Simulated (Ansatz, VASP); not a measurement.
## Two plane-wave programs on GdO

```
CELL_PARAMETERS angstrom
0.00000 2.68238 2.68238
2.68238 0.00000 2.68238
2.68238 2.68238 0.00000
ATOMIC_POSITIONS crystal
Gd 0.00000 0.00000 0.00000
O 0.25000 0.25000 0.25000
```

Alike in both runs: task single point; functional PBEsol; k mesh 8 × 8 × 8; occupations gaussian, width 0.05 eV; collinear spin; Hubbard terms Gd f U = 6.0 eV.

```csv
,VASP,Ansatz
version,VASP 6.6.1,Ansatz 0.2.0
potentials or method,"VASP PAW PBE potentials, release 64 (Gd, O), cutoff 520 eV","scalar-relativistic, plane waves, PAW"
valence electrons in the cell,24,24
```

Ansatz gave:

| Quantity | Value |
| --- | --- |
| gap on the k mesh at the Fermi level (eV) | none |
| pressure (GPa) | -2.1 |
| net moment per atom (μB) | 3.97 |
| size of the moment on the site where the two differ most (μB) | 7.01 |

Question: Which values does VASP return?

Answer: gap on the k mesh at the Fermi level (eV): none; pressure (GPa): -2.0; net moment per atom (μB): 3.97; size of the moment on the site where the two differ most (μB): 7.08.

VASP's potentials were made for PBE, not for PBEsol. Site moments also hang on the region over which each program counts them. The programs project onto different local orbitals, so the same U acts differently, and such runs can settle in different states. A gap of «none» marks a metal or a gap that the smearing closes. Ansatz's warnings: filled band counts differ across k points, stability check not made.

Spin-orbit coupling is off throughout.
